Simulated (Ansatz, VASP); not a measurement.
**One calculation of MgC2, two programs**

File INCAR:

```
PREC = Accurate ; ENCUT = 520
EDIFF = 1E-6 ; ISMEAR = 0
SIGMA = 0.01 ; LREAL = F
LASPH = T ; NELM = 60
ALGO = Normal ; ISIF = 2
LWAVE = F ; LCHARG = T
GGA = RE ; IVDW = 13
LELF = T ; LVHAR = T
NBANDS = 19
```

The input KPOINTS:

```
Automatic mesh
0
Gamma
  7 7 6
```

The input POSCAR:

```
MgC2
1.0
    3.9769418486      0.0000000000      0.0000000000
    0.0000000000      3.9769418486      0.0000000000
    0.0000000000      0.0000000000      5.0201170420
Mg C
2 4
Direct
    0.0000000000      0.0000000000      0.5000000000
    0.5000000000      0.5000000000      0.0000000000
    0.3876550000      0.6123450000      0.5000000000
    0.6123450000      0.3876550000      0.5000000000
    0.8876550000      0.8876550000      0.0000000000
    0.1123450000      0.1123450000      0.0000000000
```

Contents of input.yaml:

```yaml
crystal:
  lattice:
    - [3.9769418486, 0.0, 0.0]
    - [0.0, 3.9769418486, 0.0]
    - [0.0, 0.0, 5.020117042]
  atoms:
    - { symbol: Mg, position: [0.0, 0.0, 0.5] }
    - { symbol: Mg, position: [0.5, 0.5, 0.0] }
    - { symbol: C, position: [0.387655, 0.612345, 0.5] }
    - { symbol: C, position: [0.612345, 0.387655, 0.5] }
    - { symbol: C, position: [0.887655, 0.887655, 0.0] }
    - { symbol: C, position: [0.112345, 0.112345, 0.0] }
hamiltonian:
  xc: revpbe
  pseudopotentials: { kind: paw }
  dispersion: d4
kpoints:
  mp_grid: { grid: [7, 7, 6] }
scf:
  occupations: { method: gaussian, width: 0.01 }
output:
  forces: true
  stress: true
  eigenvalues: true
  write_density: true
  write_potential: true
  elf: true
  volumetric_format: npy
```

Alike in both runs: task single point; functional revPBE; dispersion D4; k mesh 7 × 7 × 6; occupations gaussian, width 0.01 eV; no spin polarisation.

```csv
,VASP,Ansatz
version,VASP 6.6.1,Ansatz 0.2.0
potentials or method,"VASP PAW PBE potentials, release 64 (Mg, C)",Ansatz PAW
plane-wave cutoff (eV),520,420
valence electrons in the cell,20,36
```

|  | VASP | Ansatz | Ansatz less VASP |
| --- | --- | --- | --- |
| gap on the k mesh at the Fermi level (eV) | 2.65 | 2.65 | 0.000 |
| least direct gap on the mesh (eV) | 3.00 | 3.00 | -0.005 |
| pressure (GPa) | -4.2 | -4.1 | +0.10 |
| traceless stress, the component that is largest in VASP (GPa) | 1.47 | 1.64 | +0.177 |
| rms of the force components (eV/Å) | 0.110 | 0.183 | +0.0731 |

VASP's potentials were made for PBE, not for revPBE. Atom by atom the forces differ by 0.073 eV/Å (rms over components). VASP's potentials hold 20 valence electrons a cell and Ansatz's 36, so a difference there can come from the potentials and not from the codes.

Noted on Ansatz's run: odd divisions of the mesh miss points on the zone boundary, where band edges often lie, so the gap on the mesh can be too wide.
